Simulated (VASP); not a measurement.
Runs of VASP 6.6.1 on AgPAu3. The structure is that of space group Pm-3m (No. 221), or close to it. The cells are those of the table. The cell was generated, and may not be a known phase.

```tsv
task	cell	k mesh	cutoff (eV)	gap on the mesh (eV)	pressure (GPa)	relaxed volume (Å³/atom)
single point	a = 4.440 Å, 5 atoms	4 × 4 × 4	520	none	25.8	-
single point	a = 4.733 Å, 5 atoms	4 × 4 × 4	520	none	-0.1	-
relaxation of cell and atoms	relaxed from a = 4.733 Å, 5 atoms	8 × 8 × 8	600	none	0.0	(a)
single point	a = 4.725 Å, 5 atoms	8 × 8 × 8	520	none	-0.1	-
relaxation of cell and atoms	relaxed from a = 4.440 Å, 5 atoms	4 × 4 × 4	600	none	-0.2	21.24
```

Alike in all rows: level PBE; potentials or basis VASP PAW PBE potentials, release 64 (Ag, P, Au); no spin polarisation; smearing gaussian 0.1 eV.

Fill in the values left out.

(a) 21.08.

Caveats: spin-orbit coupling is left out, which moves the levels of the heavy elements; the cell stands under pressure (at least some runs); the volume moved by over 15 % at a fixed basis, so the end points are rough (at least some runs).

A k mesh can miss the band edges, and the runs leave out spin-orbit coupling on Ag, Au.

A gap of «none» marks levels without a gap at the run's occupations.
